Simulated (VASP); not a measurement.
Here is a VASP 6.6.1 calculation.

INCAR

```
SYSTEM = AlCo
ALGO     = Fast           ! electronic algorithm
EDIFF    = 1E-7           ! SCF threshold, eV
ENCUT    = 520            ! plane-wave cutoff, eV
GGA      = PE             ! functional
ISIF     = 2              ! what is computed and relaxed
ISMEAR   = 0              ! smearing method
LASPH    = .TRUE.         ! aspherical terms in the spheres
LCHARG   = .FALSE.        ! write CHGCAR
LREAL    = .FALSE.        ! projectors in reciprocal space
LWAVE    = .FALSE.        ! write WAVECAR
NBANDS   = 13             ! bands
NELM     = 60             ! most SCF steps
PREC     = Accurate       ! precision mode
SIGMA    = 0.1            ! smearing width, eV
```

The input KPOINTS:

```
k-points
0
G
  20 20 20
  0 0 0
```

Contents of POSCAR:

```
AlCo
1.0
    2.7331808268      0.0000000000      0.0000000000
    0.0000000000      2.7331808268      0.0000000000
    0.0000000000      0.0000000000      2.7331808268
Al Co
1 1
Direct
    0.0000000000      0.0000000000      0.0000000000
    0.5000000000      0.5000000000      0.5000000000
```

Potentials or basis: VASP PAW PBE potentials, release 64 (Al, Co).

Command:

```console
$ cat potpaw_PBE.64/Al/POTCAR potpaw_PBE.64/Co/POTCAR > POTCAR
$ mpirun -np 1 vasp_std > vasp.out
```

(1) What does it give for the pressure?

(2) What does it give for the band gap on the k mesh?

Answers

(1) 29.7 GPa.

(2) zero (band 6 reaches 14.75 eV, above the bottom of band 7 at 12.09 eV).
